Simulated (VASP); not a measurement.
The system is Zr.

```
Zr
1.0
     5.04236    0.00000    0.00000
    -2.52118    4.36682    0.00000
     0.00000    0.00000    3.14918
Zr
3
Direct
  0.66667 0.33333 0.50000
  0.33333 0.66667 0.50000
  0.00000 0.00000 0.00000
```

```yaml
Program: VASP 6.6.1
Task: relaxation of cell and atoms
Functional: PBE
Dispersion: D3(BJ)
Potentials_or_basis: VASP PAW PBE potentials, release 64 (Zr_sv)
Cutoff: 600 eV
k_mesh: 12 × 12 × 14
Occupations: gaussian, width 0.1 eV
Spin: no spin polarisation
```

At the start: pressure -3.8 GPa; volume 23.11 Å³/atom.

Q: How do energy, volume and symmetry change on relaxing?

A: Over 6 steps the energy falls by 11.3 meV/atom and the volume is 22.20 Å³/atom (-4.0 %); space group P6/mmm (No. 191, to 0.05 Å).

Step by step:
```tsv
step	energy change (eV)	largest force (eV/Å)	pressure (GPa)	volume (Å³)
1	0.0000	0.0000	-3.83	69.34
2	0.0011	0.0000	4.39	63.95
3	-0.0339	0.0000	-0.02	66.60
4	-0.0339	0.0000	0.06	66.55
5	-0.0339	0.0000	-0.05	66.62
6	-0.0340	0.0000	-0.01	66.59
```

Final structure:
```cif
data_structure
_symmetry_space_group_name_H-M 'P 1'
_symmetry_Int_Tables_number 1
_cell_length_a 4.9743
_cell_length_b 4.9743
_cell_length_c 3.1077
_cell_angle_alpha 90.000
_cell_angle_beta 90.000
_cell_angle_gamma 120.000
_cell_volume 66.59
loop_
_atom_site_label
_atom_site_type_symbol
_atom_site_fract_x
_atom_site_fract_y
_atom_site_fract_z
_atom_site_occupancy
Zr1 Zr 0.66667 0.33333 0.50000 1
Zr2 Zr 0.33333 0.66667 0.50000 1
Zr3 Zr 0.00000 0.00000 0.00000 1
```

Caveat: pairwise dispersion overbinds metals, which lowers pressure and volume.
